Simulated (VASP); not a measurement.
Here is a VASP 6.6.1 calculation.

The input POSCAR:

```
CuO
1.0
    2.0367544652     -2.0333980537      0.1597410423
    2.0367544652      2.0333980537      0.1597410423
   -0.3942813707      0.0000000000      5.1039014913
Cu O
2 2
Direct
    0.5000000000      0.0000000000      0.5000000000
    0.0000000000      0.5000000000      0.0000000000
    0.5003520856      0.4996479144      0.7500000000
    0.4996479144      0.5003520856      0.2500000000
```

Contents of INCAR.step1:

```
SYSTEM = CuO
  PREC = Accurate
  ENCUT = 520
  ISMEAR = -1
  SIGMA = 0.05
  LREAL = .FALSE.
  LASPH = .TRUE.
  NELM = 80
  NBANDS = 25
  GGA = PE
  ALGO = Normal
  EDIFF = 1E-4
  LWAVE = .TRUE.
  LCHARG = .FALSE.
```

Contents of INCAR.step2:

```
SYSTEM = CuO
  PREC = Accurate
  ENCUT = 520
  EDIFF = 1E-7
  ISMEAR = -1
  SIGMA = 0.05
  LREAL = .FALSE.
  LASPH = .TRUE.
  NELM = 80
  ALGO = Normal
  ISIF = 2
  LWAVE = .FALSE.
  LCHARG = .TRUE.
  METAGGA = R2SCAN
  LMIXTAU = .TRUE.
  IVDW = 13
  VDW_S6 = 1.0
  VDW_S8 = 0.6018749
  VDW_A1 = 0.51559235
  VDW_A2 = 5.77342911
  LELF = .TRUE.
  LVHAR = .TRUE.
  NBANDS = 25
  ISTART = 1
```

KPOINTS

```
Automatic mesh
0
G
  10 10 5
  0 0 0
```

Potentials or basis: VASP PAW PBE potentials, release 64 (Cu, O).

Run with:

```sh
$ cat potpaw_PBE.64/Cu/POTCAR potpaw_PBE.64/O/POTCAR > POTCAR
$ cp INCAR.step1 INCAR
$ mpirun -np 1 vasp_std > vasp.out
$ cp INCAR.step2 INCAR
$ mpirun -np 1 vasp_std > vasp.out
```

Q: Estimate the pressure.

A: 1.0 GPa.

Q: Estimate the dispersion energy per atom.

A: -0.115 eV.

Q: Predict the band gap on the k mesh.

A: Zero (bands 17 and 18 overlap by 0.96 eV).

Stress tensor (GPa, compression positive):
```
 0.83  0.00 -0.04
 0.00  0.85  0.00
-0.04  0.00  1.29
```

Caveat: the PAW data sets were made with another functional, which shifts forces and pressure a little; semilocal functionals often make such compounds metallic where correlation or magnetic order opens a gap, which also shifts bond lengths. With open d or f shells a metallic result of r2SCAN can be an artefact of self-interaction; +U or a hybrid may open a gap.
